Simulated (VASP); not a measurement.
A run of VASP 6.6.1:

Contents of INCAR:

```
PREC = Accurate ; ENCUT = 520
EDIFF = 1E-6 ; ISMEAR = 0
SIGMA = 0.05 ; LREAL = F
LASPH = T ; NELM = 60
ALGO = Normal ; ISIF = 2
LWAVE = F ; LCHARG = F
GGA = PE ; NBANDS = 8
```

The input KPOINTS:

```
Automatic mesh
0
Gamma
  18 18 18
```

The input POSCAR:

```
Al
1.0
    0.0000000000      2.0230701957      2.0230701957
    2.0230701957      0.0000000000      2.0230701957
    2.0230701957      2.0230701957      0.0000000000
Al
1
Direct
    0.0000000000      0.0000000000      0.0000000000
```

Potentials or basis: VASP PAW PBE potentials, release 64 (Al).

Command:

```bash
$ cat potpaw_PBE.64/Al/POTCAR > POTCAR
$ mpirun -np 1 vasp_std > vasp.out
```

Hardware: 1 thread of Intel(R) Xeon(R) Platinum 8259CL CPU @ 2.50GHz (Skylake/Cascade Lake), with other jobs on the host.

**Question.** How long does it take, and how much memory?

**Answer.** It took 11 s on 1 thread of Intel(R) Xeon(R) Platinum 8259CL CPU @ 2.50GHz (Skylake/Cascade Lake) (shared host), peak memory 0.14 GiB. Counts: scf iterations 10, k points 195.
